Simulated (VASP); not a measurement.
# Cr (Fm-3m) in VASP: a series of runs

Cr is run at these levels: RPBE; tasks: single point.

All numbers are computed with VASP 6.6.1; they aren't measurements. Logs are shortened: lines on timing, memory, paths and dates and some standing lists are left out, and cuts for length are marked.

### Step 1. The cell of the first run

The structure is cubic, space group Fm-3m (No. 225). The conventional cell has a = 3.599 Å, b = 3.599 Å, c = 3.599 Å, α = 90.00°, β = 90.00°, γ = 90.00°. Within 3.4 Å of Cr (site symmetry m-3m) lie 12 Cr at 2.54 Å.

### Step 2. Single point, RPBE, collinear spin, ferromagnetic start (volume scaled by 0.96)

Input file INCAR:

```
PREC = Accurate ; ENCUT = 520
EDIFF = 1E-6 ; ISMEAR = -1
SIGMA = 0.05 ; LREAL = False
LASPH = True ; NELM = 150
ALGO = Normal ; ISIF = 2
LWAVE = False ; LCHARG = True
ISPIN = 2 ; MAGMOM = 1.5
LORBIT = 11 ; LMAXMIX = 4
GGA = RP ; LELF = True
LVHAR = True ; NBANDS = 16
```

Input file KPOINTS:

```
regular mesh
0
Gamma
  17 17 17
```

Input file POSCAR:

```
Cr
1.0
    0.0000000000      1.7995015402      1.7995015402
    1.7995015402      0.0000000000      1.7995015402
    1.7995015402      1.7995015402      0.0000000000
Cr
1
Direct
    0.0000000000      0.0000000000      0.0000000000
```

Potentials or basis: VASP PAW PBE potentials, release 64 (Cr_pv).

On the command line:

```sh
> cat potpaw_PBE.64/Cr_pv/POTCAR > POTCAR
> mpirun -np 1 vasp_std > vasp.out
```

OUTCAR:

```text
PREC = Accurate
   ENCUT = 520
   EDIFF = 1E-6
   ISMEAR = -1
   LREAL = False
   LASPH = True
   NELM = 150
   ISIF = 2
   ISPIN = 2
   LORBIT = 11
   GGA = RP

 ion  position               nearest neighbor table
   1  0.000  0.000  0.000-

  LATTYP: Found a face centered cubic cell.
 ALAT       =     3.5990030804

  Lattice vectors:

 A1 = (   0.0000000000,   1.7995015402,   1.7995015402)
 A2 = (   1.7995015402,   0.0000000000,   1.7995015402)
 A3 = (   1.7995015402,   1.7995015402,   0.0000000000)

Analysis of symmetry for initial positions (statically):
=====================================================================
 Subroutine PRICEL returns:
 Original cell was already a primitive cell.

 Routine SETGRP: Setting up the symmetry group for a
 face centered cubic supercell.

 Subroutine GETGRP returns: Found 48 space group operations
 (whereof 48 operations were pure point group operations)
 out of a pool of 48 trial point group operations.

The static configuration has the point symmetry O_h .

Analysis of symmetry for dynamics (positions and initial velocities):
=====================================================================
 Subroutine PRICEL returns:
 Original cell was already a primitive cell.

 Routine SETGRP: Setting up the symmetry group for a
 face centered cubic supercell.

 Subroutine GETGRP returns: Found 48 space group operations
 (whereof 48 operations were pure point group operations)
 out of a pool of 48 trial point group operations.

The dynamic configuration has the point symmetry O_h .

Analysis of structural, dynamic, and magnetic symmetry:
=====================================================================
 Subroutine PRICEL returns:
 Original cell was already a primitive cell.

 Routine SETGRP: Setting up the symmetry group for a
 face centered cubic supercell.

 Subroutine GETGRP returns: Found 48 space group operations
 (whereof 48 operations were pure point group operations)
 out of a pool of 48 trial point group operations.

The overall configuration has the point symmetry O_h .

 Subroutine INISYM returns: Found 48 space group operations
 (whereof 48 operations are pure point group operations),
 and found     1 'primitive' translations

----------------------------------------------------------------------------------------

                                     Primitive cell

  volume of cell :      11.6543

  direct lattice vectors                    reciprocal lattice vectors
     0.000000000  1.799501540  1.799501540    -0.277854722  0.277854722  0.277854722
     1.799501540  0.000000000  1.799501540     0.277854722 -0.277854722  0.277854722
     1.799501540  1.799501540  0.000000000     0.277854722  0.277854722 -0.277854722

  length of vectors
     2.544879484  2.544879484  2.544879484     0.481258495  0.481258495  0.481258495

  position of ions in fractional coordinates (direct lattice)
     0.000000000  0.000000000  0.000000000

  ion indices of the primitive-cell ions
   primitive index   ion index
                 1           1

----------------------------------------------------------------------------------------

 KPOINTS: regular mesh

Automatic generation of k-mesh.
 Grid dimensions read from file:
 generate k-points for:   17   17   17

 Generating k-lattice:

  Cartesian coordinates                     Fractional coordinates (reciprocal lattice)
    -0.016344395  0.016344395  0.016344395     0.058823529  0.000000000  0.000000000
     0.016344395 -0.016344395  0.016344395     0.000000000  0.058823529  0.000000000
     0.016344395  0.016344395 -0.016344395     0.000000000  0.000000000  0.058823529

  Length of vectors
     0.028309323  0.028309323  0.028309323

  Shift w.r.t. Gamma in fractional coordinates (k-lattice)
     0.000000000  0.000000000  0.000000000

 Subroutine IBZKPT returns following result:
 ===========================================

 Found    165 irreducible k-points:

 Following reciprocal coordinates:
            Coordinates               Weight
  0.000000  0.000000  0.000000      1.000000
  0.058824  0.000000  0.000000      8.000000
  0.117647  0.000000  0.000000      8.000000
  0.176471  0.000000  0.000000      8.000000
  0.235294  0.000000  0.000000      8.000000
  0.294118  0.000000  0.000000      8.000000
[... 16 lines left out ...]
 -0.176471  0.058824  0.000000     24.000000
 -0.117647  0.058824  0.000000     24.000000
 [... further k-points ...]
   k-points           NKPTS =    165   k-points in BZ     NKDIM =    165   number of bands    NBANDS=     16
   number of dos      NEDOS =    301   number of ions     NIONS =      1
   total plane-waves  NPLWV =   8000
   dimension x,y,z NGX =    20 NGY =   20 NGZ =   20
   dimension x,y,z NGXF=    40 NGYF=   40 NGZF=   40
   ions per type =               1
   NGX,Y,Z   is equivalent  to a cutoff of  13.07, 13.07, 13.07 a.u.
   NGXF,Y,Z  is equivalent  to a cutoff of  26.13, 26.13, 26.13 a.u.
 SYSTEM =  unknown system
   PREC   = accura    normal or accurate (medium, high low for compatibility)
   ISTART =      0    job   : 0-new  1-cont  2-samecut
   ICHARG =      2    charge: 1-file 2-atom 10-const
   ISPIN  =      2    spin polarized calculation?
   LNONCOLLINEAR =      F non collinear calculations
   LSORBIT =      F    spin-orbit coupling
   LASPH  =      T    aspherical Exc in radial PAW
   ENCUT  =  520.0 eV  38.22 Ry    6.18 a.u.   4.73  4.73  4.73*2*pi/ulx,y,z
   NELM   =    150;   NELMIN=  2; NELMDL= -5     # of ELM steps
   EDIFF  = 0.1E-05   stopping-criterion for ELM
   LREAL  =      F    real-space projection
   EDIFFG = 0.1E-04   stopping-criterion for IOM
   NSW    =      0    number of steps for IOM
   IBRION =     -1    ionic relax: 0-MD 1-quasi-New 2-CG
   NFREE  =      0    steps in history (QN), initial steepest desc. (CG)
   ISIF   =      2    stress and relaxation
   ISYM   =      2    0-nonsym 1-usesym 2-fastsym
   POTIM  = 0.5000    time-step for ionic-motion
   TEBEG  =    0.0;   TEEND  =   0.0 temperature during run
   PSTRESS=    0.0 pullay stress
   NELECT =      12.0000    total number of electrons
   NUPDOWN=      -1.0000    fix difference up-down
   EMIN   =  10.00;   EMAX   =-10.00  energy-range for DOS
   EFERMI =   0.00;   METHOD = LEGACY
   ISMEAR =    -1;   SIGMA  =   0.05  broadening in eV -4-tet -1-fermi 0-gaus
   EFERMI_NEDOS =   21; number of points for ismear=-14 and -15
   IALGO  =     38    algorithm
   IMIX   =      4    mixing-type and parameters
     AMIX     =   0.40;   BMIX     =  1.00
     AMIX_MAG =   1.60;   BMIX_MAG =  1.00
  volume/ion in A,a.u.               =      11.65        78.65
  Fermi-wavevector in a.u.,A,eV,Ry     =   1.653128  3.123958 37.182418  2.732831
  Thomas-Fermi vector in A             =   2.741619
   LORBIT       =     11    0 simple, 1 ext, 2 COOP (PROOUT), +10 PAW based schemes
   GGA     = RP    functional components
   LHFCALC =     F    Hartree Fock is set to
   AEXX    =    0.0000 exact exchange contribution
   IVDW    =     0    specifies the selected vdW correction
   LEPSILON=     F    determine dielectric tensor
   LRPA    =     F    only Hartree local field effects (RPA)
 spin polarized calculation
  energy-cutoff  :      520.00
  volume of cell :       11.65
 maximum number of plane-waves:       331
   NGX =  9   NGY =  9   NGZ =  9

 number of electron      12.0000009 magnetization       0.0034152

 Free energy of the ion-electron system (eV)
  ---------------------------------------------------
  ext. energy  EPLUGINS =         0.00000000
  ---------------------------------------------------
  free energy    TOTEN  =        -8.59593452 eV

  energy without entropy =       -8.58074806  energy(sigma->0) =       -8.58834129

 E-fermi :  10.7149     XC(G=0): -13.4902

 val. band max:       10.7024858828   @ k =   0.4706   0.2941   0.0000
 cond. band min:      10.7185876890   @ k =   0.2941   0.2353   0.0000
 fundamental gap:      0.0161018063
 Fermi energy:        10.7149109802

 spin component 1

 k-point     1 :       0.0000    0.0000    0.0000
  band No.  band energies     occupation
      1     -31.6951      1.00000
      2     -31.6951      1.00000
      3     -31.6951      1.00000
      4       3.1337      1.00000
      5      10.2694      0.99987
      6      10.2694      0.99987
[... 8 lines left out ...]
     15      41.2993      0.00000
     16      42.1489      0.00000

 k-point     2 :       0.0588    0.0000    0.0000
  band No.  band energies     occupation
      1     -31.7263      1.00000
      2     -31.6990      1.00000
      3     -31.6990      1.00000
      4       3.2766      1.00000
      5      10.2001      0.99997
      6      10.3173      0.99965
[... 8 lines left out ...]
     15      41.5430      0.00000
     16      42.1382      0.00000
[... 387 lines left out ...]
      5       9.6396      1.00000
      6      10.5922      0.92091
[... 8 lines left out ...]
     15      39.1582      0.00000
     16      41.3602      0.00000

 k-point    24 :      -0.1176    0.0588    0.0000
  band No.  band energies     occupation
      1     -31.8690      1.00000
      2     -31.7389      1.00000
      3     -31.7092      1.00000
      4       4.0046      1.00000
      5       9.8657      1.00000
      6      10.5315      0.97513
[... 8 lines left out ...]
     15      39.9082      0.00000
     16      42.0151      0.00000

 [... further k-points ...]

 spin component 2

 k-point     1 :       0.0000    0.0000    0.0000
  band No.  band energies     occupation
      1     -31.6916      1.00000
      2     -31.6916      1.00000
      3     -31.6916      1.00000
      4       3.1349      1.00000
      5      10.2725      0.99986
      6      10.2725      0.99986
[... 8 lines left out ...]
     15      41.2990      0.00000
     16      42.1510      0.00000

 k-point     2 :       0.0588    0.0000    0.0000
  band No.  band energies     occupation
      1     -31.7228      1.00000
      2     -31.6955      1.00000
      3     -31.6955      1.00000
      4       3.2778      1.00000
      5      10.2032      0.99996
      6      10.3204      0.99963
[... 8 lines left out ...]
     15      41.5440      0.00000
     16      42.1403      0.00000
[... 387 lines left out ...]
      5       9.6425      1.00000
      6      10.5952      0.91635
[... 8 lines left out ...]
     15      39.1595      0.00000
     16      41.3621      0.00000

 k-point    24 :      -0.1176    0.0588    0.0000
  band No.  band energies     occupation
      1     -31.8655      1.00000
      2     -31.7354      1.00000
      3     -31.7057      1.00000
      4       4.0058      1.00000
      5       9.8686      1.00000
      6      10.5346      0.97358
[... 8 lines left out ...]
     15      39.9096      0.00000
     16      42.0171      0.00000

 [... further k-points ...]
[... 5 lines left out ...]
  --------------------------------------------------------------------------------------
  -------------------------------------------------------------------------------------
  Total        0.6890211      0.6890211      0.6890211     -0.0000000     -0.0000000     -0.0000000
  in kB       94.7232231     94.7232231     94.7232231     -0.0000000     -0.0000000     -0.0000000
  external PRESSURE =      94.7232231 kB  Pullay stress =       0.0000000 kB

 VOLUME and BASIS-vectors are now :
 -----------------------------------------------------------------------------
  energy-cutoff  :      520.00
  volume of cell :       11.65
      direct lattice vectors                 reciprocal lattice vectors
     0.000000000  1.799501540  1.799501540    -0.277854722  0.277854722  0.277854722
     1.799501540  0.000000000  1.799501540     0.277854722 -0.277854722  0.277854722
     1.799501540  1.799501540  0.000000000     0.277854722  0.277854722 -0.277854722

 POSITION                                       TOTAL-FORCE (eV/Angst)
 -----------------------------------------------------------------------------------
      0.00000      0.00000      0.00000         0.000000      0.000000      0.000000
 -----------------------------------------------------------------------------------
    total drift:                               -0.000000      0.000000      0.000000

  FREE ENERGIE OF THE ION-ELECTRON SYSTEM (eV)
  ---------------------------------------------------
  free  energy   TOTEN  =        -8.5959345216 eV

  energy  without entropy=       -8.5807480620  energy(sigma->0) =       -8.58834129

 total charge

# of ion       s       p       d       tot
------------------------------------------
    1        0.463   6.384   4.214  11.061

 magnetization (x)

# of ion       s       p       d       tot
------------------------------------------
    1        0.000   0.000   0.002   0.003
```

Wall time 1.8 min (1 thread of Intel Xeon Platinum 8259CL at 2.50GHz (Skylake/Cascade Lake), shared host); peak memory 0.16 GiB.

What came out:

| Quantity | Value |
| --- | --- |
| Free energy | -8.5959 eV |
| Pressure | 9.5 GPa |
| Band gap on the k mesh | zero (filled and empty bands overlap) |
| Net moment | 0.00 μB per cell |
| Valence electrons inside the program's atomic spheres | Cr 11.06 |

Levels at points of the mesh, in eV from the Fermi level:
Spin up:
```tsv
k point	band 2	band 3	band 4	band 5	band 6	band 7	band 8	band 9	band 10	band 11
(0.00, 0.00, 0.00)	-42.41	-42.41	-7.58	-0.45	-0.45	-0.45	1.37	1.37	7.59	19.89
```
Spin down:
| k point | band 3 | band 4 | band 5 | band 6 | band 7 | band 8 | band 9 | band 10 |
| --- | --- | --- | --- | --- | --- | --- | --- | --- |
| (0.00, 0.00, 0.00) | -42.41 | -7.58 | -0.44 | -0.44 | -0.44 | 1.38 | 1.38 | 7.59 |

Caveat: the cell differs from its parent crystal (volume scaled by 0.96); the starting moments collapsed, and a magnetic state may lie lower; the PAW data sets were made with another functional, which shifts forces and pressure a little.

### Step 3. Single point, RPBE, collinear spin, ferromagnetic start

This run uses another cell than the first one, of 12.14 Å³/atom, 1.042 times its volume.

Input file INCAR:

```
SYSTEM = Cr
PREC = Accurate ; ENCUT = 520
EDIFF = 1E-7 ; ISMEAR = -1
SIGMA = 0.05 ; LREAL = .False.
LASPH = .True. ; NELM = 150
ALGO = Normal ; ISIF = 2
LWAVE = .False. ; LCHARG = .False.
ISPIN = 2 ; MAGMOM = 1.5
LORBIT = 11 ; LMAXMIX = 4
GGA = RP ; NBANDS = 16
```

Input file KPOINTS:

```
Automatic mesh
0
Gamma
  17 17 17
  0 0 0
```

Input file POSCAR:

```
Cr
1.0
    0.0000000000      1.8241553098      1.8241553098
    1.8241553098      0.0000000000      1.8241553098
    1.8241553098      1.8241553098      0.0000000000
Cr
1
Direct
    0.0000000000      0.0000000000      0.0000000000
```

Potentials or basis: VASP PAW PBE potentials, release 64 (Cr_pv).

On the command line:

```sh
> cat potpaw_PBE.64/Cr_pv/POTCAR > POTCAR
> mpirun -np 1 vasp_std > vasp.out
```

It took 3.1 min on 1 thread of Intel Xeon Platinum 8259CL at 2.50GHz (Skylake/Cascade Lake), shared host; peak memory 0.16 GiB.

It converged, with:

```
Free energy                                           : -8.6093 eV
Pressure                                              : -0.4 GPa
Band gap on the k mesh                                : zero (filled and empty bands overlap)
Net moment                                            : 0.00 μB per cell
Valence electrons inside the program's atomic spheres : Cr 10.97
```

Levels at points of the mesh, in eV from the Fermi level:
Spin up:
```tsv
k point	band 4	band 5	band 6	band 7	band 8	band 9
(0.00, 0.00, 0.00)	-7.44	-0.41	-0.41	-0.41	1.30	1.30
```
Spin down:
| k point | band 3 | band 4 | band 5 | band 6 | band 7 | band 8 | band 9 | band 10 |
| --- | --- | --- | --- | --- | --- | --- | --- | --- |
| (0.00, 0.00, 0.00) | -42.48 | -7.44 | -0.41 | -0.41 | -0.41 | 1.30 | 1.30 | 7.55 |

Caveat: the starting moments collapsed, and a magnetic state may lie lower; the PAW data sets were made with another functional, which shifts forces and pressure a little.

(Continued in part 2 of 2.)
